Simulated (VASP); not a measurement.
Set up this calculation in VASP 6.6.1, as the native input.

```yaml
Task: single point
Functional: PBEsol
Potentials_or_basis: VASP PAW PBE potentials, release 64 (Ta_pv, H)
Cutoff: 520 eV
k_mesh: 16 × 16 × 10
Occupations: gaussian, width 0.1 eV
Spin: no spin polarisation
Dipole_correction: no
Further_INCAR_settings: ALGO = Normal; EDIFF = 1e-06; NBANDS = 18
```

The structure of Ta2H lies in POSCAR:

```
Ta2H
1.0
    1.6806960890     -2.3591304848      0.0000000000
    1.6806960890      2.3591304848      0.0000000000
    0.0000000000      0.0000000000      4.7467732312
Ta H
2 1
Direct
    0.0000000000      0.5000000000      0.2641653671
    0.5000000000      0.0000000000      0.7358346329
    0.0000000000      0.0000000000      0.0000000000
```

One way to write it, as run:

INCAR

```
SYSTEM = Ta2H
PREC = Accurate ; ENCUT = 520
EDIFF = 1E-6 ; ISMEAR = 0
SIGMA = 0.1 ; LREAL = .False.
LASPH = .True. ; NELM = 60
ALGO = Normal ; ISIF = 2
LWAVE = .False. ; LCHARG = .False.
GGA = PS ; NBANDS = 18
```

KPOINTS

```
Automatic mesh
0
Gamma
  16 16 10
  0 0 0
```

Potentials or basis: VASP PAW PBE potentials, release 64 (Ta_pv, H).

The run is started by

```sh
$ cat potpaw_PBE.64/Ta_pv/POTCAR potpaw_PBE.64/H/POTCAR > POTCAR
$ mpirun -np 1 vasp_std > vasp.out
```

Results of the run:

* Pressure: 2.2 GPa
* Largest force: 0.016 eV/Å
* Band gap on the k mesh: zero (an odd number of electrons rules out a gap without spin polarisation)

Caveat: the PAW data sets were made with another functional, which shifts forces and pressure a little; spin-orbit coupling is left out, which moves the levels of the heavy elements.

Wall time 3.1 min on 1 thread of Intel(R) Xeon(R) 6975P-C (Granite Rapids), on a shared host, peak memory 0.37 GiB.
